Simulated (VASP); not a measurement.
# TaNb2O5 (P4/mmm) in VASP: a series of runs

The runs below take TaNb2O5 through single point, with PBE.

Program: VASP 6.6.1. These are calculated values, not measurements. Logs are shortened: lines on timing, memory, paths and dates and some standing lists are left out, and cuts for length are marked.

## 1. The cell of the first run

The structure is tetragonal, space group P4/mmm (No. 123). Conventional cell: a = 3.728 Å, b = 3.728 Å, c = 5.802 Å, α = 90.00°, β = 90.00°, γ = 90.00°. Within 3.3 Å of Ta (site symmetry 4/mmm) lie 12 O at 2.53 to 2.64 Å and 2 Nb at 2.90 Å. Within 3.0 Å of Nb (site symmetry 4/mmm) lie 10 O at 2.21 to 2.90 Å and 4 Nb at 2.64 Å. Nb (site symmetry 4/mmm) has 8 O at 2.21 Å and 4 Nb at 2.64 Å and 2 Ta at 2.90 Å within 3.0 Å. O (site symmetry 2mm) has 4 Nb at 2.21 Å and 7 O at 2.38 to 2.64 Å and 2 Ta at 2.53 Å within 2.9 Å. O (site symmetry 4/mmm) has 8 O at 2.53 Å and 4 Ta at 2.64 Å and 2 Nb at 2.90 Å within 3.3 Å.

The cell was built from a structure type or drawn by symmetry, and may not be a known phase.

## 2. Single point, PBE

INCAR reads:

```
SYSTEM = TaNb2O5
ALGO = Normal ; EDIFF = 1E-6
ENCUT = 600 ; GGA = PE
GGA_COMPAT = .False. ; ISIF = 2
ISMEAR = 0 ; LASPH = .True.
LCHARG = .True. ; LELF = .True.
LREAL = .False. ; LVHAR = .True.
LWAVE = .False. ; NBANDS = 44
NELM = 120 ; PREC = Accurate
SIGMA = 0.15
```

KPOINTS reads:

```
k-points
0
Gamma
  3 3 3
  0 0 0
```

POSCAR reads:

```
TaNb2O5
1.0
    3.7275365411      0.0000000000      0.0000000000
    0.0000000000      3.7275365411      0.0000000000
    0.0000000000      0.0000000000      5.8023043420
Ta Nb O
1 2 5
Direct
    0.0000000000      0.0000000000      0.0000000000
    0.5000000000      0.5000000000      0.5000000000
    0.0000000000      0.0000000000      0.5000000000
    0.0000000000      0.5000000000      0.2948297571
    0.5000000000      0.0000000000      0.2948297571
    0.0000000000      0.5000000000      0.7051702429
    0.5000000000      0.0000000000      0.7051702429
    0.5000000000      0.5000000000      0.0000000000
```

Potentials or basis: VASP PAW PBE potentials, release 64 (Ta_pv, Nb_sv, O).

The run is started by

```bash
$ cat potpaw_PBE.64/Ta_pv/POTCAR potpaw_PBE.64/Nb_sv/POTCAR potpaw_PBE.64/O/POTCAR > POTCAR
$ mpirun -np 1 vasp_std > vasp.out
```

OUTCAR:

```text
SYSTEM = TaNb2O5
   EDIFF = 1E-6
   ENCUT = 600
   GGA = PE
   ISIF = 2
   ISMEAR = 0
   LASPH = .True.
   LREAL = .False.
   NELM = 120
   PREC = Accurate

 ion  position               nearest neighbor table
   1  0.000  0.000  0.000-   4 2.53   5 2.53   6 2.53   7 2.53   4 2.53   6 2.53   5 2.53   7 2.53
                             8 2.64   8 2.64   8 2.64   8 2.64   3 2.90   3 2.90
   2  0.500  0.500  0.500-   4 2.21   5 2.21   6 2.21   7 2.21   5 2.21   7 2.21   4 2.21   6 2.21
                             3 2.64   3 2.64   3 2.64   3 2.64
   3  0.000  0.000  0.500-   4 2.21   5 2.21   6 2.21   7 2.21   4 2.21   6 2.21   5 2.21   7 2.21
                             2 2.64   2 2.64   2 2.64   2 2.64   1 2.90   1 2.90
   4  0.000  0.500  0.295-   2 2.21   3 2.21   3 2.21   2 2.21   1 2.53   1 2.53
   5  0.500  0.000  0.295-   2 2.21   3 2.21   2 2.21   3 2.21   1 2.53   1 2.53
   6  0.000  0.500  0.705-   2 2.21   3 2.21   3 2.21   2 2.21   1 2.53   1 2.53
   7  0.500  0.000  0.705-   2 2.21   3 2.21   2 2.21   3 2.21   1 2.53   1 2.53
   8  0.500  0.500  0.000-   1 2.64   1 2.64   1 2.64   1 2.64

  LATTYP: Found a simple tetragonal cell.
 ALAT       =     3.7275365411
 C/A-ratio  =     1.5566056236

  Lattice vectors:

 A1 = (   3.7275365411,   0.0000000000,   0.0000000000)
 A2 = (   0.0000000000,   3.7275365411,   0.0000000000)
 A3 = (   0.0000000000,   0.0000000000,   5.8023043420)

Analysis of symmetry for initial positions (statically):
=====================================================================
 Subroutine PRICEL returns:
 Original cell was already a primitive cell.

 Routine SETGRP: Setting up the symmetry group for a
 simple tetragonal supercell.

 Subroutine GETGRP returns: Found 16 space group operations
 (whereof 16 operations were pure point group operations)
 out of a pool of 16 trial point group operations.

The static configuration has the point symmetry D_4h.

Analysis of symmetry for dynamics (positions and initial velocities):
=====================================================================
 Subroutine PRICEL returns:
 Original cell was already a primitive cell.

 Routine SETGRP: Setting up the symmetry group for a
 simple tetragonal supercell.

 Subroutine GETGRP returns: Found 16 space group operations
 (whereof 16 operations were pure point group operations)
 out of a pool of 16 trial point group operations.

The dynamic configuration has the point symmetry D_4h.

 Subroutine INISYM returns: Found 16 space group operations
 (whereof 16 operations are pure point group operations),
 and found     1 'primitive' translations

----------------------------------------------------------------------------------------

                                     Primitive cell

  volume of cell :      80.6203

  direct lattice vectors                    reciprocal lattice vectors
     3.727536541  0.000000000  0.000000000     0.268273695  0.000000000  0.000000000
     0.000000000  3.727536541  0.000000000     0.000000000  0.268273695  0.000000000
     0.000000000  0.000000000  5.802304342     0.000000000  0.000000000  0.172345320

  length of vectors
     3.727536541  3.727536541  5.802304342     0.268273695  0.268273695  0.172345320

  position of ions in fractional coordinates (direct lattice)
     0.000000000  0.000000000  0.000000000
     0.500000000  0.500000000  0.500000000
     0.000000000  0.000000000  0.500000000
     0.000000000  0.500000000  0.294829757
     0.500000000  0.000000000  0.294829757
     0.000000000  0.500000000  0.705170243
     0.500000000  0.000000000  0.705170243
     0.500000000  0.500000000  0.000000000

  ion indices of the primitive-cell ions
   primitive index   ion index
                 1           1
                 2           2
                 3           3
                 4           4
                 5           5
                 6           6
                 7           7
                 8           8

----------------------------------------------------------------------------------------

 KPOINTS: k-points

Automatic generation of k-mesh.
 Grid dimensions read from file:
 generate k-points for:    3    3    3

 Generating k-lattice:

  Cartesian coordinates                     Fractional coordinates (reciprocal lattice)
     0.089424565  0.000000000  0.000000000     0.333333333  0.000000000  0.000000000
     0.000000000  0.089424565  0.000000000     0.000000000  0.333333333  0.000000000
     0.000000000  0.000000000  0.057448440     0.000000000  0.000000000  0.333333333

  Length of vectors
     0.089424565  0.089424565  0.057448440

  Shift w.r.t. Gamma in fractional coordinates (k-lattice)
     0.000000000  0.000000000  0.000000000

 Subroutine IBZKPT returns following result:
 ===========================================

 Found      6 irreducible k-points:

 Following reciprocal coordinates:
            Coordinates               Weight
  0.000000  0.000000  0.000000      1.000000
  0.333333  0.000000  0.000000      4.000000
  0.333333  0.333333  0.000000      4.000000
  0.000000  0.000000  0.333333      2.000000
  0.333333  0.000000  0.333333      8.000000
  0.333333  0.333333  0.333333      8.000000
   k-points           NKPTS =      6   k-points in BZ     NKDIM =      6   number of bands    NBANDS=     44
   number of dos      NEDOS =    301   number of ions     NIONS =      8
   total plane-waves  NPLWV =  43200
   dimension x,y,z NGX =    30 NGY =   30 NGZ =   48
   dimension x,y,z NGXF=    60 NGYF=   60 NGZF=   96
   ions per type =               1   2   5
   NGX,Y,Z   is equivalent  to a cutoff of  13.38, 13.38, 13.75 a.u.
   NGXF,Y,Z  is equivalent  to a cutoff of  26.76, 26.76, 27.51 a.u.
 SYSTEM =  TaNb2O5
   PREC   = accura    normal or accurate (medium, high low for compatibility)
   ISTART =      0    job   : 0-new  1-cont  2-samecut
   ICHARG =      2    charge: 1-file 2-atom 10-const
   ISPIN  =      1    spin polarized calculation?
   LNONCOLLINEAR =      F non collinear calculations
   LSORBIT =      F    spin-orbit coupling
   LASPH  =      T    aspherical Exc in radial PAW
   ENCUT  =  600.0 eV  44.10 Ry    6.64 a.u.   7.44  7.44 11.59*2*pi/ulx,y,z
   NELM   =    120;   NELMIN=  2; NELMDL= -5     # of ELM steps
   EDIFF  = 0.1E-05   stopping-criterion for ELM
   LREAL  =      F    real-space projection
   EDIFFG = 0.1E-04   stopping-criterion for IOM
   NSW    =      0    number of steps for IOM
   IBRION =     -1    ionic relax: 0-MD 1-quasi-New 2-CG
   NFREE  =      0    steps in history (QN), initial steepest desc. (CG)
   ISIF   =      2    stress and relaxation
   ISYM   =      2    0-nonsym 1-usesym 2-fastsym
   POTIM  = 0.5000    time-step for ionic-motion
   TEBEG  =    0.0;   TEEND  =   0.0 temperature during run
   PSTRESS=    0.0 pullay stress
   NELECT =      67.0000    total number of electrons
   NUPDOWN=      -1.0000    fix difference up-down
   EMIN   =  10.00;   EMAX   =-10.00  energy-range for DOS
   EFERMI =   0.00;   METHOD = LEGACY
   ISMEAR =     0;   SIGMA  =   0.15  broadening in eV -4-tet -1-fermi 0-gaus
   EFERMI_NEDOS =   21; number of points for ismear=-14 and -15
   IALGO  =     38    algorithm
   IMIX   =      4    mixing-type and parameters
     AMIX     =   0.40;   BMIX     =  1.00
     AMIX_MAG =   1.60;   BMIX_MAG =  1.00
  volume/ion in A,a.u.               =      10.08        68.01
  Fermi-wavevector in a.u.,A,eV,Ry     =   1.539164  2.908599 32.232567  2.369027
  Thomas-Fermi vector in A             =   2.645431
   LORBIT       =      0    0 simple, 1 ext, 2 COOP (PROOUT), +10 PAW based schemes
   GGA     = PE    functional components
   LHFCALC =     F    Hartree Fock is set to
   AEXX    =    0.0000 exact exchange contribution
   IVDW    =     0    specifies the selected vdW correction
   LEPSILON=     F    determine dielectric tensor
   LRPA    =     F    only Hartree local field effects (RPA)
 non-spin polarized calculation
 Gauss-broadening in eV      SIGMA  =   0.15
  energy-cutoff  :      600.00
  volume of cell :       80.62
 maximum number of plane-waves:      2727
 NGX is ok and might be reduce to    30
   NGX = 15   NGY = 15   NGZ = 23

 number of electron      66.9999989 magnetization

 Free energy of the ion-electron system (eV)
  ---------------------------------------------------
  ext. energy  EPLUGINS =         0.00000000
  ---------------------------------------------------
  free energy    TOTEN  =       -68.39477120 eV

  energy without entropy =      -68.34250239  energy(sigma->0) =      -68.36863679

 E-fermi :  10.3500     XC(G=0): -12.9145

 val. band max:       10.2774454055   @ k =   0.3333   0.3333   0.3333
 cond. band min:      10.3816045651   @ k =   0.3333   0.0000   0.0000
 fundamental gap:      0.1041591596
 Fermi energy:        10.3499730471

 k-point     1 :       0.0000    0.0000    0.0000
  band No.  band energies     occupation
      1     -46.4511      2.00000
      2     -45.9111      2.00000
      3     -27.0358      2.00000
      4     -27.0236      2.00000
      5     -27.0236      2.00000
      6     -23.1820      2.00000
[... 36 lines left out ...]
     43      14.5423      0.00000
     44      14.5504      0.00000

 k-point     2 :       0.3333    0.0000    0.0000
  band No.  band energies     occupation
      1     -46.3214      2.00000
      2     -46.0397      2.00000
      3     -27.0622      2.00000
      4     -27.0284      2.00000
      5     -27.0204      2.00000
      6     -22.9470      2.00000
[... 36 lines left out ...]
     43      13.2773      0.00000
     44      13.7704      0.00000

 k-point     3 :       0.3333    0.3333    0.0000
  band No.  band energies     occupation
      1     -46.2564      2.00000
      2     -46.0942      2.00000
      3     -27.0584      2.00000
      4     -27.0575      2.00000
      5     -27.0216      2.00000
      6     -23.5752      2.00000
[... 36 lines left out ...]
     43      13.0814      0.00000
     44      13.3490      0.00000

 k-point     4 :       0.0000    0.0000    0.3333
  band No.  band energies     occupation
      1     -46.4512      2.00000
      2     -45.9112      2.00000
      3     -27.0234      2.00000
      4     -27.0234      2.00000
      5     -27.0163      2.00000
      6     -23.1825      2.00000
[... 36 lines left out ...]
     43      14.2089      0.00000
     44      14.2154      0.00000

 k-point     5 :       0.3333    0.0000    0.3333
  band No.  band energies     occupation
      1     -46.3215      2.00000
      2     -46.0398      2.00000
      3     -27.0620      2.00000
      4     -27.0202      2.00000
      5     -27.0101      2.00000
      6     -22.9475      2.00000
[... 36 lines left out ...]
     43      13.4865      0.00000
     44      14.1015      0.00000

 k-point     6 :       0.3333    0.3333    0.3333
  band No.  band energies     occupation
      1     -46.2564      2.00000
      2     -46.0943      2.00000
      3     -27.0580      2.00000
      4     -27.0570      2.00000
      5     -27.0040      2.00000
      6     -23.5764      2.00000
[... 36 lines left out ...]
     43      12.9448      0.00000
     44      13.4914      0.00000

------------------------ aborting loop because EDIFF is reached ----------------------------------------

  FORCE on cell =-STRESS in cart. coord.  units (eV):
  Direction    XX          YY          ZZ          XY          YZ          ZX
  --------------------------------------------------------------------------------------
  -------------------------------------------------------------------------------------
  Total       -0.1272980     -0.1272980     -0.0340111      0.0000000      0.0000000      0.0000000
  in kB       -2.5298097     -2.5298097     -0.6759067      0.0000000      0.0000000      0.0000000
  external PRESSURE =      -1.9118421 kB  Pullay stress =       0.0000000 kB

 VOLUME and BASIS-vectors are now :
 -----------------------------------------------------------------------------
  energy-cutoff  :      600.00
  volume of cell :       80.62
      direct lattice vectors                 reciprocal lattice vectors
     3.727536541  0.000000000  0.000000000     0.268273695  0.000000000  0.000000000
     0.000000000  3.727536541  0.000000000     0.000000000  0.268273695  0.000000000
     0.000000000  0.000000000  5.802304342     0.000000000  0.000000000  0.172345320

 POSITION                                       TOTAL-FORCE (eV/Angst)
 -----------------------------------------------------------------------------------
      0.00000      0.00000      0.00000         0.000000      0.000000      0.000000
      1.86377      1.86377      2.90115         0.000000      0.000000      0.000000
      0.00000      0.00000      2.90115         0.000000      0.000000      0.000000
      0.00000      1.86377      1.71069        -0.000000      0.000000      0.012510
      1.86377      0.00000      1.71069        -0.000000      0.000000      0.012510
      0.00000      1.86377      4.09161         0.000000      0.000000     -0.012510
      1.86377      0.00000      4.09161         0.000000     -0.000000     -0.012510
      1.86377      1.86377      0.00000         0.000000      0.000000      0.000000
 -----------------------------------------------------------------------------------
    total drift:                                0.000000      0.000000     -0.000000

  FREE ENERGIE OF THE ION-ELECTRON SYSTEM (eV)
  ---------------------------------------------------
  free  energy   TOTEN  =       -68.3947711967 eV

  energy  without entropy=      -68.3425023918  energy(sigma->0) =      -68.36863679
```

Run time: 21 s. Hardware: 1 thread of AMD EPYC 9R45 (Zen 5), shared host; peak memory 0.18 GiB.

Results:

| Item | Value |
| --- | --- |
| Free energy | -68.3948 eV |
| Pressure | -0.2 GPa |
| Largest force | 0.013 eV/Å |
| Band gap on the k mesh | zero (an odd number of electrons rules out a gap without spin polarisation) |

Forces on the atoms (eV/Å):
```
Ta   0.000  0.000  0.000
Nb   0.000  0.000  0.000
Nb   0.000  0.000  0.000
O    0.000  0.000  0.013
O    0.000  0.000  0.013
O    0.000  0.000 -0.013
O    0.000  0.000 -0.013
O    0.000  0.000  0.000
```

Stress tensor (GPa, compression positive):
```
-0.25  0.00  0.00
 0.00 -0.25  0.00
 0.00  0.00 -0.07
```

Caveat: the k points lie up to 0.56 Å⁻¹ apart, too coarse for converged energies and pressures of a metal; spin-orbit coupling is left out, which moves the levels of the heavy elements; an odd number of electrons without spin polarisation forces a metal; a magnetic or distorted state may lie lower.

(Part 1 of 2 ends here.)
